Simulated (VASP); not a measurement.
Set up this calculation in VASP 6.6.1, as the native input.

| Quantity | Value |
| --- | --- |
| Task | single point |
| Functional | PBE |
| Potentials or basis | VASP PAW PBE potentials, release 64 (O, C) |
| Cutoff | 520 eV |
| k mesh | 9 × 9 × 9 |
| Occupations | gaussian, width 0.03 eV |
| Spin | no spin polarisation |
| Tolerance level | tight |
| Purpose | restart |
| Start | from scratch |
| Further INCAR settings | ALGO = Normal; EDIFF = 1e-06 |

The structure of CO2 lies in POSCAR:

```
CO2
1.0
   -1.9747270000      1.9747270000      3.0140580000
    1.9747270000     -1.9747270000      3.0140580000
    1.9747270000      1.9747270000     -3.0140580000
O C
4 2
Direct
    0.8750000000      0.9597980000      0.5847980000
    0.3750000000      0.2902020000      0.4152020000
    0.0402020000      0.6250000000      0.9152020000
    0.7097980000      0.1250000000      0.0847980000
    0.0000000000      0.0000000000      0.0000000000
    0.7500000000      0.2500000000      0.5000000000
```

One way to write it, as run:

INCAR

```
SYSTEM = CO2
GGA = PE
ISMEAR = 0
SIGMA = 0.03
LWAVE = .FALSE.
LCHARG = .FALSE.
ISIF = 2
PREC = Accurate
LASPH = .TRUE.
LREAL = .FALSE.
ALGO = Normal
EDIFF = 1E-6
NELM = 120
GGA_COMPAT = .FALSE.
ENCUT = 520
EFERMI = MIDGAP
```

KPOINTS

```
k-points
0
Gamma
  9 9 9
```

Potentials or basis: VASP PAW PBE potentials, release 64 (O, C).

Run with:

```console
$ cat potpaw_PBE.64/O/POTCAR potpaw_PBE.64/C/POTCAR > POTCAR
$ mpirun -np 1 vasp_std > vasp.out
```

Results of the run:

| Property | Result |
| --- | --- |
| Pressure | 0.9 GPa |
| Largest force | 0.060 eV/Å |
| Band gap on the k mesh | 7.66 eV (least direct gap 8.09 eV) |

Caveat: an odd mesh through Γ misses points on the zone boundary, where band edges can lie.

It took 29 s on 1 thread of AMD EPYC 9R45 96-Core Processor (Zen 5) (shared host), peak memory 0.17 GiB.
